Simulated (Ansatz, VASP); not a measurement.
**One calculation of C, two programs**

POSCAR

```
C
1.0
   -2.5098396889      0.0000000000      0.0000000000
   -1.2549198445     -2.1735849300      0.0000000000
    0.0000000000      0.0000000000     17.3106492275
C
16
Direct
    0.0000000000      0.0000000000      0.6423748166
    0.0000000000      0.0000000000      0.1640377823
    0.0000000000      1.0000000000      0.8815433338
    0.0000000000      1.0000000000      0.4032062994
    0.0000000000      0.0000000000      0.7926362864
    0.0000000000      0.0000000000      0.3142992521
    0.0000000000      1.0000000000      0.0751307349
    0.0000000000      1.0000000000      0.5534677692
    0.3333333333      0.3333333333      0.6723008889
    0.3333333333      0.3333333333      0.1939638546
    0.6666666667      0.6666666667      0.9114694061
    0.6666666667      0.6666666667      0.4331323718
    0.3333333333      0.3333333333      0.7627102140
    0.3333333333      0.3333333333      0.2843731797
    0.6666666667      0.6666666667      0.0452046625
    0.6666666667      0.6666666667      0.5235416969
```

The input INCAR.step1:

```
SYSTEM = C
PREC = Accurate
ENCUT = 520
ISMEAR = 0
SIGMA = 0.05
LREAL = Auto
LASPH = .TRUE.
NELM = 100
NBANDS = 46
GGA = PE
ALGO = Normal
EDIFF = 1E-4
LWAVE = .TRUE.
LCHARG = .FALSE.
```

Contents of INCAR.step2:

```
SYSTEM = C
PREC = Accurate
ENCUT = 520
EDIFF = 1E-6
ISMEAR = 0
SIGMA = 0.05
LREAL = Auto
LASPH = .TRUE.
NELM = 100
ALGO = Normal
ISIF = 2
LWAVE = .FALSE.
LCHARG = .FALSE.
METAGGA = R2SCAN
LMIXTAU = .TRUE.
NBANDS = 46
ISTART = 1
```

The input KPOINTS:

```
regular mesh
0
G
  10 10 2
  0 0 0
```

Input for Ansatz:

```yaml
crystal:
  lattice:
    - [-2.5098396889, 0.0, 0.0]
    - [-1.2549198445, -2.17358493, 0.0]
    - [0.0, 0.0, 17.3106492275]
  atoms:
    - { symbol: C, position: [0.0, 0.0, 0.6423748166] }
    - { symbol: C, position: [0.0, 0.0, 0.1640377823] }
    - { symbol: C, position: [0.0, 1.0, 0.8815433338] }
    - { symbol: C, position: [0.0, 1.0, 0.4032062994] }
    - { symbol: C, position: [0.0, 0.0, 0.7926362864] }
    - { symbol: C, position: [0.0, 0.0, 0.3142992521] }
    - { symbol: C, position: [0.0, 1.0, 0.0751307349] }
    - { symbol: C, position: [0.0, 1.0, 0.5534677692] }
    - { symbol: C, position: [0.3333333333, 0.3333333333, 0.6723008889] }
    - { symbol: C, position: [0.3333333333, 0.3333333333, 0.1939638546] }
    - { symbol: C, position: [0.6666666667, 0.6666666667, 0.9114694061] }
    - { symbol: C, position: [0.6666666667, 0.6666666667, 0.4331323718] }
    - { symbol: C, position: [0.3333333333, 0.3333333333, 0.762710214] }
    - { symbol: C, position: [0.3333333333, 0.3333333333, 0.2843731797] }
    - { symbol: C, position: [0.6666666667, 0.6666666667, 0.0452046625] }
    - { symbol: C, position: [0.6666666667, 0.6666666667, 0.5235416969] }
basis:
  ecutwfc: 500
kpoints:
  mp_grid: { grid: [10, 10, 2] }
hamiltonian:
  xc: r2scan
scf:
  occupations: { method: gaussian, width: 0.05 }
output:
  forces: true
  stress: true
  eigenvalues: true
```

Alike in both runs: task single point; functional r2SCAN; k mesh 10 × 10 × 2; occupations gaussian, width 0.05 eV; no spin polarisation.

```csv
,VASP,Ansatz
version,VASP 6.6.1,Ansatz 0.2.0
potentials or method,"VASP PAW PBE potentials, release 64 (C), cutoff 520 eV","scalar-relativistic, plane waves, PAW"
valence electrons in the cell,64,64
```

VASP gave:

* gap on the k mesh at the Fermi level (eV): 2.32
* least direct gap on the mesh (eV): 2.95
* pressure (GPa): -4.7
* traceless stress, the component that is largest in VASP (GPa): -10.85
* rms of the force components (eV/Å): 0.668

Estimate Ansatz's values.

gap on the k mesh at the Fermi level (eV): 2.34; least direct gap on the mesh (eV): 2.97; pressure (GPa): -5.8; traceless stress, the component that is largest in VASP (GPa): -10.72; rms of the force components (eV/Å): 0.666.

VASP's potentials were made for PBE, not for r2SCAN. Atom by atom the forces differ by 0.014 eV/Å (rms over components).
